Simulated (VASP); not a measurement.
MoS2: single point with PBE+D3(BJ)

Crystal: MoS2.

```xyz
6
Lattice="3.1493 0.0000 0.0000 -1.5746 2.7274 0.0000 0.0000 0.0000 12.0939" Properties=species:S:1:pos:R:3 pbc="T T T"
Mo    1.5746    0.9091    3.0208
Mo    0.0000    1.8182    9.0730
S     0.0000    1.8182    4.5867
S     1.5746    0.9091   10.6389
S     0.0000    1.8182    1.4550
S     1.5746    0.9091    7.5072
```

```json
{
  "Program": "VASP 6.6.1",
  "Task": "single point",
  "Functional": "PBE",
  "Dispersion": "D3(BJ)",
  "Potentials or basis": "VASP PAW PBE potentials, release 64 (Mo_sv, S)",
  "Cutoff": "520 eV",
  "k mesh": "12 × 12 × 2",
  "Occupations": "methfessel-paxton, width 0.02 eV",
  "Spin": "no spin polarisation"
}
```

```
Pressure                   : -0.2 GPa
Largest force              : 0.015 eV/Å
Band gap on the k mesh     : 0.80 eV (least direct gap 1.71 eV)
Dispersion energy per atom : -0.437 eV
```

Forces in eV/Å, atoms in the order of the input:
```
Mo   0.000  0.000  0.001
Mo   0.000  0.000 -0.001
S    0.000  0.000 -0.010
S    0.000  0.000 -0.015
S    0.000  0.000  0.015
S    0.000  0.000  0.010
```

Levels at points of the mesh, in eV from the valence-band top:
```
           k point  band 24  band 25  band 26  band 27  band 28  band 29
(0.00, 0.00, 0.00)    -1.27    -1.11     0.00     2.10     2.10     2.13
(0.50, 0.00, 0.00)    -1.52    -1.48    -1.33     1.62     1.68     2.00
(0.00, 0.00, 0.50)    -2.18    -0.27    -0.26     2.10     2.10     2.10
(0.50, 0.00, 0.50)    -1.65    -1.40    -1.39     1.65     1.65     2.17
```

Run time: 2.8 min on 1 thread of Intel Xeon 8259CL (shared host), peak memory 0.29 GiB.

A k mesh can miss the band edges.
